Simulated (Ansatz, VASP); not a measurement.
**Ag: VASP beside Ansatz**

Contents of INCAR:

```
PREC     = Accurate       # precision mode
ENCUT    = 600            # plane-wave cutoff, eV
EDIFF    = 1E-6           # SCF threshold, eV
ISMEAR   = 0              # smearing method
SIGMA    = 0.1            # smearing width, eV
LREAL    = F              # projectors in reciprocal space
LASPH    = T              # aspherical terms in the spheres
NELM     = 80             # most SCF steps
ALGO     = Fast           # electronic algorithm
ISIF     = 3              # what is computed and relaxed
LWAVE    = F              # write WAVECAR
LCHARG   = F              # write CHGCAR
GGA      = PE             # functional
IVDW     = 12             # dispersion correction
IBRION   = 2              # ionic algorithm
NSW      = 100            # ionic steps
EDIFFG   = -0.005         # ionic threshold
```

KPOINTS

```
Automatic mesh
0
Gamma
  18 18 6
```

Contents of POSCAR:

```
Ag
1.0
    2.9111314733      0.0000000000      0.0000000000
   -1.4555657366      2.5211138096      0.0000000000
    0.0000000000      0.0000000000      9.4637087400
Ag
4
Direct
    0.0000000000      0.0000000000      0.0000000000
    0.0000000000      0.0000000000      0.5000000000
    0.3333333300      0.6666666700      0.2500000000
    0.6666666700      0.3333333300      0.7500000000
```

Input for Ansatz:

```yaml
crystal:
  lattice:
    - [2.9111314733, 0.0, 0.0]
    - [-1.4555657366, 2.5211138096, 0.0]
    - [0.0, 0.0, 9.46370874]
  atoms:
    - { symbol: Ag, position: [0.0, 0.0, 0.0] }
    - { symbol: Ag, position: [0.0, 0.0, 0.5] }
    - { symbol: Ag, position: [0.33333333, 0.66666667, 0.25] }
    - { symbol: Ag, position: [0.66666667, 0.33333333, 0.75] }
basis:
  ecutwfc: 420
kpoints:
  mp_grid: { grid: [18, 18, 6] }
hamiltonian:
  xc: pbe
  dispersion: d3bj
scf:
  occupations: { method: gaussian, width: 0.1 }
output:
  forces: true
  stress: true
  eigenvalues: true
relax:
  adjacent_minimum: "off"
  f_tol: 0.005
  max_steps: 80
  cell: { stress_tol: 0.05 }
```

Alike in both runs: task relaxation of cell and atoms; functional PBE; dispersion D3(BJ); k mesh 18 × 18 × 6; occupations gaussian, width 0.1 eV; no spin polarisation.

|  | VASP | Ansatz |
| --- | --- | --- |
| version | VASP 6.6.1 | Ansatz 0.2.0 |
| potentials or method | VASP PAW PBE potentials, release 64 (Ag), cutoff 600 eV | scalar-relativistic, plane waves, PAW |
| valence electrons in the cell | 44 | 76 |

Ansatz gave:

```
gap on the k mesh at the Fermi level, each at its own relaxed structure (eV) : none
relaxed volume (Å³/atom)                                                     : 16.91
relaxed length of the cell vector where the two differ most in proportion (Å)              : 9.413
```

Which values does VASP return?

gap on the k mesh at the Fermi level, each at its own relaxed structure (eV): none; relaxed volume (Å³/atom): 16.87; relaxed length of the cell vector where the two differ most in proportion (Å): 9.407.

A gap of «none» marks a metal or a gap that the smearing closes. VASP's potentials hold 44 valence electrons a cell and Ansatz's 76, so a difference there can come from the potentials and not from the codes.
